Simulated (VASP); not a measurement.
CdSe4:

```
CELL_PARAMETERS angstrom
5.57657 -0.00726 -0.04074
0.02607 6.58689 -0.03565
-0.00448 2.64115 8.56548
ATOMIC_POSITIONS crystal
Cd 0.60990 0.99216 0.52740
Cd 0.08862 0.95729 0.97245
Se 0.45541 0.63370 0.91531
Se 0.57920 0.33544 0.13702
Se 0.16746 0.22086 0.18411
Se 0.81818 0.75092 0.82334
Se 0.87466 0.34792 0.57774
Se 0.98203 0.67502 0.39184
Se 0.63132 0.84796 0.29655
Se 0.29322 0.23873 0.67423
```

- Program: VASP 6.6.1
- Task: relaxation of cell and atoms
- Functional: PBE
- Potentials or basis: VASP PAW PBE potentials, release 64 (Cd, Se)
- Cutoff: 600 eV
- k mesh: 4 × 2 × 2
- Occupations: gaussian, width 0.1 eV
- Spin: no spin polarisation

At the start: pressure -0.0 GPa; volume 31.52 Å³/atom.

Question: How do energy, volume and symmetry change on relaxing?

Answer: Over 44 steps the energy falls by 89.2 meV/atom and the volume is 31.06 Å³/atom (-1.4 %); space group P1 (No. 1, to 0.1 Å) before and after.

The path:
```
step  energy change (eV)  largest force (eV/Å)  pressure (GPa)  volume (Å³)
   1              0.0000                1.7541           -0.03       315.15
   3             -0.4554                0.7903           -1.41       314.70
   5             -0.6076                0.8289            0.43       302.86
   7             -0.7102                0.4990            0.32       301.02
   9             -0.7847                0.5459           -0.47       307.50
  11             -0.8286                0.3506            0.39       305.48
  13             -0.8521                0.2417            0.01       308.21
  15             -0.8663                0.1612           -0.05       309.98
  17             -0.8705                0.1206            0.15       309.84
  19             -0.8751                0.1089           -0.13       311.90
  21             -0.8796                0.1112            0.00       311.29
  23             -0.8826                0.1008            0.14       310.89
  25             -0.8842                0.0810           -0.06       312.00
  27             -0.8861                0.0635           -0.03       311.98
  29             -0.8874                0.0467            0.06       311.44
  31             -0.8881                0.0663           -0.07       311.99
  33             -0.8893                0.0472           -0.05       311.84
  35             -0.8899                0.0359            0.01       311.39
  37             -0.8906                0.0340            0.00       311.15
  39             -0.8910                0.0498           -0.03       311.04
  41             -0.8914                0.0539           -0.01       310.62
  43             -0.8918                0.0309            0.04       310.39
  44             -0.8920                0.0209            0.00       310.63
```

Final structure:
```yaml
crystal:
  lattice:
    - [5.51627, -0.00437, -0.02126]
    - [0.02880, 6.63282, 0.00550]
    - [0.02787, 2.71054, 8.49198]
  atoms:
    - { symbol: Cd, position: [0.58523, 0.01575, 0.53760] }
    - { symbol: Cd, position: [0.09477, 0.98253, 0.96522] }
    - { symbol: Se, position: [0.42136, 0.65877, 0.92302] }
    - { symbol: Se, position: [0.54120, 0.32399, 0.12026] }
    - { symbol: Se, position: [0.15244, 0.16889, 0.18030] }
    - { symbol: Se, position: [0.81268, 0.76905, 0.81702] }
    - { symbol: Se, position: [0.91394, 0.34018, 0.57596] }
    - { symbol: Se, position: [0.02986, 0.67269, 0.37767] }
    - { symbol: Se, position: [0.64145, 0.83381, 0.32005] }
    - { symbol: Se, position: [0.30708, 0.23433, 0.68291] }
```

Caveat: the k points lie up to 0.50 Å⁻¹ apart in the final cell.
